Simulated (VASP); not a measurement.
# HfBi3 (I4/mmm) in VASP: single point with revPBE

Aim: the single point of HfBi3 with revPBE.

All numbers are computed with VASP 6.6.1; they aren't measurements. Logs are shortened: lines on timing, memory, paths and dates and some standing lists are left out, and cuts for length are marked.

**1. The cell of the first run**

It takes space group I4/mmm (No. 139, tetragonal). Conventional cell: a = 4.631 Å, b = 4.631 Å, c = 10.530 Å, α = 90.00°, β = 90.00°, γ = 90.00°. Within 4.3 Å of Hf (site symmetry 4/mmm) lie 12 Bi at 3.27 to 3.51 Å. Bi (site symmetry -4m2) has 8 Bi at 3.27 to 3.51 Å and 4 Hf at 3.51 Å within 4.3 Å. Within 4.3 Å of Bi (site symmetry 4/mmm) lie 4 Hf at 3.27 Å and 8 Bi at 3.51 Å.

**2. Single point, revPBE**

File INCAR:

```
ALGO = Normal
EDIFF = 1E-6
ENCUT = 520
GGA = RE
ISIF = 2
ISMEAR = -1
LASPH = T
LCHARG = T
LELF = T
LREAL = F
LVHAR = T
LWAVE = F
NBANDS = 36
NELM = 100
PREC = Accurate
SIGMA = 0.1
```

File KPOINTS:

```
k-points
0
Gamma
  8 8 8
```

File POSCAR:

```
HfBi3
1.0
   -2.3154630000      2.3154630000      5.2652240000
    2.3154630000     -2.3154630000      5.2652240000
    2.3154630000      2.3154630000     -5.2652240000
Hf Bi
1 3
Direct
    0.0000000000      0.0000000000      0.0000000000
    0.7500000000      0.2500000000      0.5000000000
    0.2500000000      0.7500000000      0.5000000000
    0.5000000000      0.5000000000      0.0000000000
```

Potentials or basis: VASP PAW PBE potentials, release 64 (Hf_pv, Bi_d).

On the command line:

```console
$ cat potpaw_PBE.64/Hf_pv/POTCAR potpaw_PBE.64/Bi_d/POTCAR > POTCAR
$ mpirun -np 1 vasp_std > vasp.out
```

OUTCAR:

```text
EDIFF = 1E-6
   ENCUT = 520
   GGA = RE
   ISIF = 2
   ISMEAR = -1
   LASPH = T
   LREAL = F
   NELM = 100
   PREC = Accurate

 ion  position               nearest neighbor table
   1  0.000  0.000  0.000-   4 3.27   4 3.27   4 3.27   4 3.27   3 3.51   2 3.51   3 3.51   2 3.51
                             2 3.51   2 3.51   3 3.51   3 3.51
   2  0.750  0.250  0.500-   3 3.27   3 3.27   3 3.27   3 3.27   4 3.51   1 3.51   4 3.51   1 3.51
                             4 3.51   4 3.51   1 3.51   1 3.51
   3  0.250  0.750  0.500-   2 3.27   2 3.27   2 3.27   2 3.27   4 3.51   1 3.51   4 3.51   1 3.51
                             1 3.51   1 3.51   4 3.51   4 3.51
   4  0.500  0.500  0.000-   1 3.27   1 3.27   1 3.27   1 3.27   3 3.51   2 3.51   3 3.51   2 3.51
                             3 3.51   3 3.51   2 3.51   2 3.51

  LATTYP: Found a body centered tetragonal cell.
 ALAT       =     4.6309260000
 C/A-ratio  =     2.2739400284

  Lattice vectors:

 A1 = (  -2.3154630000,   2.3154630000,   5.2652240000)
 A2 = (   2.3154630000,  -2.3154630000,   5.2652240000)
 A3 = (   2.3154630000,   2.3154630000,  -5.2652240000)

Analysis of symmetry for initial positions (statically):
=====================================================================
 Subroutine PRICEL returns:
 Original cell was already a primitive cell.

 Routine SETGRP: Setting up the symmetry group for a
 body centered tetragonal supercell.

 Subroutine GETGRP returns: Found 16 space group operations
 (whereof 16 operations were pure point group operations)
 out of a pool of 16 trial point group operations.

The static configuration has the point symmetry D_4h.

Analysis of symmetry for dynamics (positions and initial velocities):
=====================================================================
 Subroutine PRICEL returns:
 Original cell was already a primitive cell.

 Routine SETGRP: Setting up the symmetry group for a
 body centered tetragonal supercell.

 Subroutine GETGRP returns: Found 16 space group operations
 (whereof 16 operations were pure point group operations)
 out of a pool of 16 trial point group operations.

The dynamic configuration has the point symmetry D_4h.

 Subroutine INISYM returns: Found 16 space group operations
 (whereof 16 operations are pure point group operations),
 and found     1 'primitive' translations

----------------------------------------------------------------------------------------

                                     Primitive cell

  volume of cell :     112.9152

  direct lattice vectors                    reciprocal lattice vectors
    -2.315463000  2.315463000  5.265224000     0.000000000  0.215939533  0.094962721
     2.315463000 -2.315463000  5.265224000     0.215939533  0.000000000  0.094962721
     2.315463000  2.315463000 -5.265224000     0.215939533  0.215939533  0.000000000

  length of vectors
     6.200429145  6.200429145  6.200429145     0.235897860  0.235897860  0.305384617

  position of ions in fractional coordinates (direct lattice)
     0.000000000  0.000000000  0.000000000
     0.750000000  0.250000000  0.500000000
     0.250000000  0.750000000  0.500000000
     0.500000000  0.500000000  0.000000000

  ion indices of the primitive-cell ions
   primitive index   ion index
                 1           1
                 2           2
                 3           3
                 4           4

----------------------------------------------------------------------------------------

 KPOINTS: k-points

Automatic generation of k-mesh.
 Grid dimensions read from file:
 generate k-points for:    8    8    8

 Generating k-lattice:

  Cartesian coordinates                     Fractional coordinates (reciprocal lattice)
     0.000000000  0.026992442  0.011870340     0.125000000  0.000000000  0.000000000
     0.026992442  0.000000000  0.011870340     0.000000000  0.125000000  0.000000000
     0.026992442  0.026992442  0.000000000     0.000000000  0.000000000  0.125000000

  Length of vectors
     0.029487233  0.029487233  0.038173077

  Shift w.r.t. Gamma in fractional coordinates (k-lattice)
     0.000000000  0.000000000  0.000000000

 Subroutine IBZKPT returns following result:
 ===========================================

 Found     59 irreducible k-points:

 Following reciprocal coordinates:
            Coordinates               Weight
  0.000000  0.000000  0.000000      1.000000
  0.125000  0.000000 -0.000000      8.000000
  0.250000  0.000000 -0.000000      8.000000
  0.375000  0.000000 -0.000000      8.000000
  0.500000  0.000000 -0.000000      4.000000
  0.125000  0.125000 -0.000000      8.000000
[... 16 lines left out ...]
  0.250000  0.125000  0.125000     16.000000
  0.375000  0.125000  0.125000      8.000000
 [... further k-points ...]
   k-points           NKPTS =     59   k-points in BZ     NKDIM =     59   number of bands    NBANDS=     36
   number of dos      NEDOS =    301   number of ions     NIONS =      4
   total plane-waves  NPLWV = 110592
   dimension x,y,z NGX =    48 NGY =   48 NGZ =   48
   dimension x,y,z NGXF=    96 NGYF=   96 NGZF=   96
   ions per type =               1   3
   NGX,Y,Z   is equivalent  to a cutoff of  12.87, 12.87, 12.87 a.u.
   NGXF,Y,Z  is equivalent  to a cutoff of  25.74, 25.74, 25.74 a.u.
 SYSTEM =  unknown system
   PREC   = accura    normal or accurate (medium, high low for compatibility)
   ISTART =      0    job   : 0-new  1-cont  2-samecut
   ICHARG =      2    charge: 1-file 2-atom 10-const
   ISPIN  =      1    spin polarized calculation?
   LNONCOLLINEAR =      F non collinear calculations
   LSORBIT =      F    spin-orbit coupling
   LASPH  =      T    aspherical Exc in radial PAW
   ENCUT  =  520.0 eV  38.22 Ry    6.18 a.u.  11.53 11.53 11.53*2*pi/ulx,y,z
   NELM   =    100;   NELMIN=  2; NELMDL= -5     # of ELM steps
   EDIFF  = 0.1E-05   stopping-criterion for ELM
   LREAL  =      F    real-space projection
   EDIFFG = 0.1E-04   stopping-criterion for IOM
   NSW    =      0    number of steps for IOM
   IBRION =     -1    ionic relax: 0-MD 1-quasi-New 2-CG
   NFREE  =      0    steps in history (QN), initial steepest desc. (CG)
   ISIF   =      2    stress and relaxation
   ISYM   =      2    0-nonsym 1-usesym 2-fastsym
   POTIM  = 0.5000    time-step for ionic-motion
   TEBEG  =    0.0;   TEEND  =   0.0 temperature during run
   PSTRESS=    0.0 pullay stress
   NELECT =      55.0000    total number of electrons
   NUPDOWN=      -1.0000    fix difference up-down
   EMIN   =  10.00;   EMAX   =-10.00  energy-range for DOS
   EFERMI =   0.00;   METHOD = LEGACY
   ISMEAR =    -1;   SIGMA  =   0.10  broadening in eV -4-tet -1-fermi 0-gaus
   EFERMI_NEDOS =   21; number of points for ismear=-14 and -15
   IALGO  =     38    algorithm
   IMIX   =      4    mixing-type and parameters
     AMIX     =   0.40;   BMIX     =  1.00
     AMIX_MAG =   1.60;   BMIX_MAG =  1.00
  volume/ion in A,a.u.               =      28.23       190.50
  Fermi-wavevector in a.u.,A,eV,Ry     =   1.288086  2.434130 22.574320  1.659166
  Thomas-Fermi vector in A             =   2.420061
   LORBIT       =      0    0 simple, 1 ext, 2 COOP (PROOUT), +10 PAW based schemes
   GGA     = RE    functional components
   LHFCALC =     F    Hartree Fock is set to
   AEXX    =    0.0000 exact exchange contribution
   IVDW    =     0    specifies the selected vdW correction
   LEPSILON=     F    determine dielectric tensor
   LRPA    =     F    only Hartree local field effects (RPA)
 non-spin polarized calculation
  energy-cutoff  :      520.00
  volume of cell :      112.92
 maximum number of plane-waves:      3062
 NGX is ok and might be reduce to    48
   NGX = 23   NGY = 23   NGZ = 23

 number of electron      54.9999994 magnetization

 Free energy of the ion-electron system (eV)
  ---------------------------------------------------
  ext. energy  EPLUGINS =         0.00000000
  ---------------------------------------------------
  free energy    TOTEN  =       -19.51000440 eV

  energy without entropy =      -19.39709875  energy(sigma->0) =      -19.45355158

 E-fermi :   7.9732     XC(G=0): -10.5794

 val. band max:        7.9714005969   @ k =   0.3750   0.1250  -0.0000
 cond. band min:       8.0004902773   @ k =  -0.2500  -0.3750   0.1250
 fundamental gap:      0.0290896804
 Fermi energy:         7.9732073516

 k-point     1 :       0.0000    0.0000    0.0000
  band No.  band energies     occupation
      1     -24.1930      2.00000
      2     -24.1930      2.00000
      3     -24.1201      2.00000
      4     -15.2049      2.00000
      5     -15.0800      2.00000
      6     -15.0481      2.00000
[... 28 lines left out ...]
     35      10.9273      0.00000
     36      11.6878      0.00000

 k-point     2 :       0.1250    0.0000   -0.0000
  band No.  band energies     occupation
      1     -24.1940      2.00000
      2     -24.1932      2.00000
      3     -24.1200      2.00000
      4     -15.1901      2.00000
      5     -15.0736      2.00000
      6     -15.0414      2.00000
[... 28 lines left out ...]
     35      10.8537      0.00000
     36      11.5900      0.00000

 k-point     3 :       0.2500    0.0000   -0.0000
  band No.  band energies     occupation
      1     -24.1965      2.00000
      2     -24.1934      2.00000
      3     -24.1200      2.00000
      4     -15.1474      2.00000
      5     -15.0555      2.00000
      6     -15.0235      2.00000
[... 28 lines left out ...]
     35      11.1358      0.00000
     36      11.5539      0.00000
[... 742 lines left out ...]
 k-point    23 :       0.2500    0.1250    0.1250
  band No.  band energies     occupation
      1     -24.1983      2.00000
      2     -24.1959      2.00000
      3     -24.1197      2.00000
      4     -15.1068      2.00000
      5     -15.0296      2.00000
      6     -15.0210      2.00000
[... 28 lines left out ...]
     35      11.6585      0.00000
     36      12.0765      0.00000

 k-point    24 :       0.3750    0.1250    0.1250
  band No.  band energies     occupation
      1     -24.1990      2.00000
      2     -24.1960      2.00000
      3     -24.1196      2.00000
      4     -15.0685      2.00000
      5     -15.0679      2.00000
      6     -15.0176      2.00000
[... 28 lines left out ...]
     35      11.7414      0.00000
     36      11.9067      0.00000

 [... further k-points ...]

------------------------ aborting loop because EDIFF is reached ----------------------------------------

  FORCE on cell =-STRESS in cart. coord.  units (eV):
  Direction    XX          YY          ZZ          XY          YZ          ZX
  --------------------------------------------------------------------------------------
  -------------------------------------------------------------------------------------
  Total        0.9601509      0.9601509      0.7920094      0.0000000     -0.0000000      0.0000000
  in kB       13.6237779     13.6237779     11.2379833      0.0000000     -0.0000000      0.0000000
  external PRESSURE =      12.8285130 kB  Pullay stress =       0.0000000 kB

 VOLUME and BASIS-vectors are now :
 -----------------------------------------------------------------------------
  energy-cutoff  :      520.00
  volume of cell :      112.92
      direct lattice vectors                 reciprocal lattice vectors
    -2.315463000  2.315463000  5.265224000     0.000000000  0.215939533  0.094962721
     2.315463000 -2.315463000  5.265224000     0.215939533  0.000000000  0.094962721
     2.315463000  2.315463000 -5.265224000     0.215939533  0.215939533  0.000000000

 POSITION                                       TOTAL-FORCE (eV/Angst)
 -----------------------------------------------------------------------------------
      0.00000      0.00000      0.00000         0.000000     -0.000000      0.000000
     -0.00000      2.31546      2.63261        -0.000000      0.000000      0.000000
      2.31546     -0.00000      2.63261        -0.000000     -0.000000     -0.000000
      0.00000      0.00000      5.26522         0.000000     -0.000000      0.000000
 -----------------------------------------------------------------------------------
    total drift:                                0.000000     -0.000000      0.000000

  FREE ENERGIE OF THE ION-ELECTRON SYSTEM (eV)
  ---------------------------------------------------
  free  energy   TOTEN  =       -19.5100044040 eV

  energy  without entropy=      -19.3970987466  energy(sigma->0) =      -19.45355158
```

Run time: 5.3 min. Hardware: 1 thread of Intel Xeon 8259CL, shared host; peak memory 0.45 GiB.

What came out:

```
Free energy            : -19.5100 eV
Pressure               : 1.3 GPa
Band gap on the k mesh : zero (an odd number of electrons rules out a gap without spin polarisation)
```

Caveat: the PAW data sets were made with another functional, which shifts forces and pressure a little; spin-orbit coupling is left out, which moves the levels of the heavy elements.
